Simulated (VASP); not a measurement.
Input of a VASP 6.6.1 run:

INCAR

```
SYSTEM = TeAs
PREC = Accurate
ENCUT = 520
EDIFF = 1E-6
ISMEAR = -1
SIGMA = 0.02
LREAL = .False.
LASPH = .True.
NELM = 80
ALGO = Normal
ISIF = 2
LWAVE = .False.
LCHARG = .False.
GGA = CA
NBANDS = 12
```

File KPOINTS:

```
Automatic mesh
0
Gamma
  7 7 5
  0 0 0
```

Contents of POSCAR:

```
TeAs
1.0
    3.5615354431      0.0000000000      0.0000000000
    0.0000000000      3.5615354431      0.0000000000
    0.0000000000      0.0000000000      3.4838303943
Te As
1 1
Direct
    0.0000000000      0.0000000000      0.0000000000
    0.5000000000      0.5000000000      0.5000000000
```

Potentials or basis: VASP PAW LDA potentials, release 64 (Te, As).

Command:

```sh
$ cat potpaw_LDA.64/Te/POTCAR potpaw_LDA.64/As/POTCAR > POTCAR
$ mpirun -np 1 vasp_std > vasp.out
```

Problem. What does it give for the pressure?

Solution. 0.1 GPa.

Stress tensor (GPa, compression positive):
```
0.05 0.00 0.00
0.00 0.05 0.00
0.00 0.00 0.13
```

Caveat: the k points lie up to 0.36 Å⁻¹ apart.
